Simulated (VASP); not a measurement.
Wanted: the native input for a VASP 6.6.1 run.

```
Task                   : single point
Functional             : PBE
Potentials or basis    : VASP PAW PBE potentials, release 64 (Li_sv, Nb_sv, O)
Cutoff                 : 750 eV
k mesh                 : 4 × 4 × 4
Occupations            : fermi-dirac, width 0.01 eV
Spin                   : no spin polarisation
Dipole correction      : no
Further INCAR settings : ALGO = Normal; EDIFF = 1e-06; NBANDS = 45
```

The structure of LiNbO3 lies in POSCAR:

```
LiNbO3
1.0
    2.5949501352      1.4981951591      4.6722232478
   -2.5949501352      1.4981951591      4.6722232478
    0.0000000000     -2.9963903182      4.6722232478
Li Nb O
2 2 6
Direct
    0.7183944785      0.7182303874      0.7183546099
    0.2183944777      0.2183546095      0.2182303878
    0.9995007267      0.9998476930      0.9998927452
    0.4995007259      0.4998927445      0.4998476937
    0.2781273552      0.6424602943      0.8886686615
    0.6419951018      0.8893441571      0.2792132456
    0.8901673530      0.2788010811      0.6415571449
    0.3901673523      0.1415571444      0.7788010821
    0.7781273557      0.3886686606      0.1424602944
    0.1419951012      0.7792132456      0.3893441575
```

One way to write it, as run:

INCAR

```
PREC = Accurate
ENCUT = 750
EDIFF = 1E-6
ISMEAR = -1
SIGMA = 0.01
LREAL = False
LASPH = True
NELM = 120
ALGO = Normal
ISIF = 2
LWAVE = False
LCHARG = False
GGA = PE
NBANDS = 45
GGA_COMPAT = False
```

KPOINTS

```
regular mesh
0
Gamma
  4 4 4
```

Potentials or basis: VASP PAW PBE potentials, release 64 (Li_sv, Nb_sv, O).

Run with:

```sh
$ cat potpaw_PBE.64/Li_sv/POTCAR potpaw_PBE.64/Nb_sv/POTCAR potpaw_PBE.64/O/POTCAR > POTCAR
$ mpirun -np 1 vasp_std > vasp.out
```

It gave:

```json
{"Pressure": "-0.5 GPa", "Largest force": "0.033 eV/Å", "Band gap on the k mesh": "3.53 eV (least direct gap 3.55 eV)"}
```

Run time: 5.8 min on 1 thread of Intel(R) Xeon(R) 6975P-C (Granite Rapids), on a shared host, peak memory 0.43 GiB.
